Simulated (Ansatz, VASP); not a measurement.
ZnSe in VASP and in Ansatz

```
Zn Se
1.0
     0.00000    5.66760    5.66760
     5.66760    0.00000    5.66760
     5.66760    5.66760    0.00000
Zn Se
8 8
Direct
  0.00000 0.00000 0.00000
  0.00000 0.00000 0.50000
  0.00000 0.50000 0.00000
  0.00000 0.50000 0.50000
  0.50000 0.00000 0.00000
  0.50000 0.00000 0.50000
  0.50000 0.50000 0.00000
  0.50000 0.50000 0.50000
  0.12500 0.12500 0.12500
  0.12500 0.12500 0.62500
  0.12500 0.62500 0.12500
  0.12500 0.62500 0.62500
  0.62500 0.12500 0.12500
  0.62500 0.12500 0.62500
  0.62500 0.62500 0.12500
  0.62500 0.62500 0.62500
```

Alike in both runs: task single point; functional PBE; k mesh 2 × 2 × 2; occupations gaussian, width 0.05 eV; no spin polarisation.

```csv
,VASP,Ansatz
version,VASP 6.6.1,Ansatz 0.2.0
potentials or method,"VASP PAW PBE potentials, release 64 (Zn, Se)","plane waves, PAW"
plane-wave cutoff (eV),500,420
valence electrons in the cell,144,224
```

```tsv
	VASP	Ansatz	Ansatz less VASP
gap on the k mesh at the Fermi level (eV)	1.28	1.28	-0.002
```

VASP's potentials hold 144 valence electrons a cell and Ansatz's 224, so a difference there can come from the potentials and not from the codes.

The k mesh is coarse, so the values compare programs but aren't converged.
